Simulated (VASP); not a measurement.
A run of VASP 6.6.1 is set up as follows.

Contents of INCAR:

```
ALGO     = Normal         # electronic algorithm
DIPOL    = 0.5 0.5 0.500
EDIFF    = 1E-6           # SCF threshold, eV
EDIFFG   = -0.02          # ionic threshold
ENCUT    = 520            # plane-wave cutoff, eV
GGA      = PE             # functional
IBRION   = 2              # ionic algorithm
IDIPOL   = 3            
ISIF     = 2              # what is computed and relaxed
ISMEAR   = -1             # smearing method
IVDW     = 263            # dispersion correction
LASPH    = T              # aspherical terms in the spheres
LCHARG   = F              # write CHGCAR
LDIPOL   = T            
LREAL    = F              # projectors in reciprocal space
LWAVE    = F              # write WAVECAR
NELM     = 100            # most SCF steps
NSW      = 40             # ionic steps
PREC     = Accurate       # precision mode
SIGMA    = 0.05           # smearing width, eV
```

Contents of KPOINTS:

```
k-points
0
Gamma
  5 5 1
```

Contents of POSCAR:

```
BaS
1.0
    4.5166445648      0.0000000000      0.0000000000
    0.0000000000      4.5166445648      0.0000000000
    0.0000000000      0.0000000000     24.5812500000
Ba S
4 4
Selective dynamics
Direct
    0.5000000000      0.5000000000      0.3051106026  F F F
    0.0000000000      0.0000000000      0.4350368675  F F F
    0.5000000000      0.5000000000      0.5649631325  T T T
    0.0000000000      0.0000000000      0.6948893974  T T T
    0.0000000000      0.0000000000      0.3051106026  F F F
    0.5000000000      0.5000000000      0.4350368675  F F F
    0.0000000000      0.0000000000      0.5649631325  T T T
    0.5000000000      0.5000000000      0.6948893974  T T T
```

Potentials or basis: VASP PAW PBE potentials, release 64 (Ba_sv, S).

Command:

```console
$ cat potpaw_PBE.64/Ba_sv/POTCAR potpaw_PBE.64/S/POTCAR > POTCAR
$ mpirun -np 1 vasp_std > vasp.out
```

(1) Estimate the energy gained by relaxing.

(2) Predict the dispersion energy per atom.

(3) Estimate the Hirshfeld charges.

(4) Predict the band gap on the k mesh.

Results:

(1) 16.0 meV/atom.

(2) -0.594 eV.

(3) Ba +0.40, +0.30 (each value once); S -0.39, -0.30 (each value once) e.

(4) 1.91 eV.

Caveat: spin-orbit coupling is left out, which moves the levels of the heavy elements.
